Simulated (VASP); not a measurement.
**Hf3ZrS8: relaxation of cell and atoms with PBE**

Crystal: Hf3ZrS8.

```
CELL_PARAMETERS angstrom
-6.22741 -0.00019 0.07923
0.08653 -0.05254 -6.89097
-0.00022 -7.19071 -0.05647
ATOMIC_POSITIONS crystal
Zr 0.49448 0.99487 0.00276
Hf 0.99166 0.00201 0.25532
Hf 0.50018 0.99822 0.50424
Hf 0.99917 0.97977 0.74043
S 0.33384 0.79231 0.23725
S 0.83968 0.79404 0.50671
S 0.32999 0.80820 0.74590
S 0.82884 0.78488 0.00152
S 0.15919 0.21275 0.00010
S 0.65934 0.21488 0.24913
S 0.17629 0.21375 0.50704
S 0.68732 0.20432 0.74960
```

```
Program                : VASP 6.6.1
Task                   : relaxation of cell and atoms
Functional             : PBE
Potentials or basis    : VASP PAW PBE potentials, release 64 (Zr_sv, Hf_pv, S)
Cutoff                 : 600 eV
k mesh                 : 2 × 2 × 2
Occupations            : gaussian, width 0.1 eV
Spin                   : no spin polarisation
Dipole correction      : no
Further INCAR settings : ALGO = Normal; EDIFF = 1e-06; IBRION = 2; EDIFFG = -0.025; NSW = 80; ISIF = 3
```

The relaxed volume is 26.66 Å³/atom, the relaxed cell is a = 6.316 Å, b = 6.891 Å, c = 7.351 Å, α = 90.13°, β = 90.02°, γ = 90.90° and the space group after relaxing (to 0.1 Å) is P2/m (No. 10). The energy gained by relaxing is 65.6 meV/atom, the ionic steps are 22 and the pressure after relaxing is 0.0 GPa. The largest force after relaxing is 0.018 eV/Å and the band gap on the k mesh is 1.17 eV (least direct gap 1.22 eV).

Forces on the atoms (eV/Å):
```
Zr   0.008 -0.002  0.006
Hf   0.004 -0.004  0.010
Hf  -0.003 -0.003 -0.003
Hf   0.010 -0.002 -0.014
S   -0.002  0.007 -0.009
S   -0.009 -0.012  0.009
S   -0.003  0.001  0.006
S   -0.002  0.013 -0.008
S   -0.009  0.001 -0.009
S   -0.003  0.007 -0.003
S    0.000 -0.008 -0.001
S    0.007  0.001  0.016
```

Step by step:
| step | energy change (eV) | largest force (eV/Å) | pressure (GPa) | volume (Å³) |
| --- | --- | --- | --- | --- |
| 1 | 0.0000 | 2.5555 | 4.46 | 308.51 |
| 2 | -0.2060 | 1.3271 | -5.26 | 341.41 |
| 3 | -0.6021 | 0.6947 | -1.49 | 325.59 |
| 4 | -0.7264 | 0.5160 | 0.46 | 318.96 |
| 5 | -0.7265 | 0.5095 | 0.41 | 319.10 |
| 6 | -0.7640 | 0.2322 | 0.01 | 320.39 |
| 7 | -0.7698 | 0.2072 | -0.20 | 321.15 |
| 8 | -0.7791 | 0.1268 | 0.12 | 319.97 |
| 9 | -0.7791 | 0.1286 | 0.15 | 319.87 |
| 10 | -0.7827 | 0.0777 | -0.12 | 320.63 |
| 11 | -0.7829 | 0.0810 | -0.20 | 320.85 |
| 12 | -0.7846 | 0.0709 | 0.11 | 319.76 |
| 13 | -0.7847 | 0.0625 | 0.05 | 319.94 |
| 14 | -0.7854 | 0.0426 | 0.00 | 320.10 |
| 15 | -0.7856 | 0.0638 | -0.03 | 320.24 |
| 16 | -0.7863 | 0.0447 | 0.02 | 320.06 |
| 17 | -0.7864 | 0.0443 | 0.06 | 319.94 |
| 18 | -0.7867 | 0.0342 | -0.09 | 320.41 |
| 19 | -0.7867 | 0.0345 | -0.07 | 320.32 |
| 20 | -0.7870 | 0.0279 | -0.03 | 320.13 |
| 21 | -0.7872 | 0.0379 | 0.01 | 319.93 |
| 22 | -0.7875 | 0.0175 | 0.01 | 319.90 |

Final structure:
```cif
data_structure
_symmetry_space_group_name_H-M 'P 1'
_symmetry_Int_Tables_number 1
_cell_length_a 6.3160
_cell_length_b 6.8909
_cell_length_c 7.3509
_cell_angle_alpha 90.135
_cell_angle_beta 90.024
_cell_angle_gamma 90.902
_cell_volume 319.90
loop_
_atom_site_label
_atom_site_type_symbol
_atom_site_fract_x
_atom_site_fract_y
_atom_site_fract_z
_atom_site_occupancy
Zr1 Zr 0.50055 0.00123 0.99990 1
Hf1 Hf 0.00052 0.00043 0.25037 1
Hf2 Hf 0.49983 0.00007 0.49986 1
Hf3 Hf 0.00005 0.99833 0.74935 1
S1 S 0.32920 0.79073 0.25160 1
S2 S 0.82954 0.79099 0.49894 1
S3 S 0.32958 0.79055 0.74775 1
S4 S 0.83313 0.79032 0.00010 1
S5 S 0.16575 0.20915 0.00008 1
S6 S 0.67073 0.20986 0.25298 1
S7 S 0.16967 0.20872 0.50075 1
S8 S 0.67146 0.20963 0.74832 1
```

Levels at points of the mesh, in eV from the valence-band top:
| k point | band 42 | band 43 | band 44 | band 45 | band 46 | band 47 | band 48 | band 49 |
| --- | --- | --- | --- | --- | --- | --- | --- | --- |
| (0.00, 0.00, 0.00) | -1.09 | -0.49 | -0.04 | 0.00 | 1.28 | 1.88 | 1.95 | 2.33 |
| (0.50, 0.00, 0.00) | -0.94 | -0.91 | -0.39 | -0.38 | 1.26 | 1.30 | 1.58 | 1.74 |
| (0.00, 0.50, 0.00) | -1.07 | -1.06 | -0.06 | -0.01 | 1.20 | 1.87 | 1.94 | 2.36 |
| (0.50, 0.50, 0.00) | -0.94 | -0.91 | -0.59 | -0.57 | 1.17 | 1.20 | 1.53 | 1.69 |
| (0.00, 0.00, 0.50) | -1.06 | -1.06 | -0.27 | -0.27 | 2.08 | 2.30 | 2.33 | 2.34 |
| (0.50, 0.00, 0.50) | -0.71 | -0.70 | -0.69 | -0.67 | 1.83 | 1.94 | 2.09 | 2.10 |
| (0.00, 0.50, 0.50) | -1.08 | -1.07 | -0.55 | -0.53 | 2.14 | 2.21 | 2.30 | 2.40 |
| (0.50, 0.50, 0.50) | -0.76 | -0.76 | -0.76 | -0.72 | 1.78 | 1.91 | 2.04 | 2.05 |

It took 29 min on 1 thread of Intel(R) Xeon(R) 6975P-C (Granite Rapids) (shared host), peak memory 0.53 GiB.

Caveat: the k points lie up to 0.50 Å⁻¹ apart in the final cell; spin-orbit coupling is left out, which moves the levels of the heavy elements. A k mesh can miss the band edges.
